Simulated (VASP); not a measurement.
W, 1 atom in the cell. It takes space group Im-3m (No. 229, cubic). Conventional cell: a = 3.100 Å, b = 3.100 Å, c = 3.100 Å, α = 90.00°, β = 90.00°, γ = 90.00°. Within 3.5 Å of W (site symmetry m-3m) lie 14 W at 2.68 to 3.10 Å. 

```yaml
Program: VASP 6.6.1
Task: single point
Functional: BHLYP
Potentials_or_basis: VASP PAW PBE potentials, release 64 (W_sv)
Cutoff: 520 eV
k_mesh: 6 × 6 × 6
Occupations: fermi-dirac, width 0.05 eV
Spin: no spin polarisation
Dipole_correction: no
Grid_for_exact_exchange_PRECFOCK: Normal
Further_INCAR_settings: ALGO = Normal; EDIFF = 1e-07; NBANDS = 13
Share_of_exact_exchange: 0.5
```

Potentials or basis: VASP PAW PBE potentials, release 64 (W_sv).

The run is started by

```bash
$ cat potpaw_PBE.64/W_sv/POTCAR > POTCAR
$ cp INCAR.step1 INCAR
$ mpirun -np 1 vasp_std > vasp.out
$ cp INCAR.step2 INCAR
$ mpirun -np 1 vasp_std > vasp.out
```

Hardware: 1 thread of Intel(R) Xeon(R) 6975P-C (Granite Rapids) (shared host).

**Question.** Estimate the wall time of this run.

**Answer.** It took 6.1 min on 1 thread of Intel(R) Xeon(R) 6975P-C (Granite Rapids), on a shared host, peak memory 0.14 GiB. Counts: k points 16.
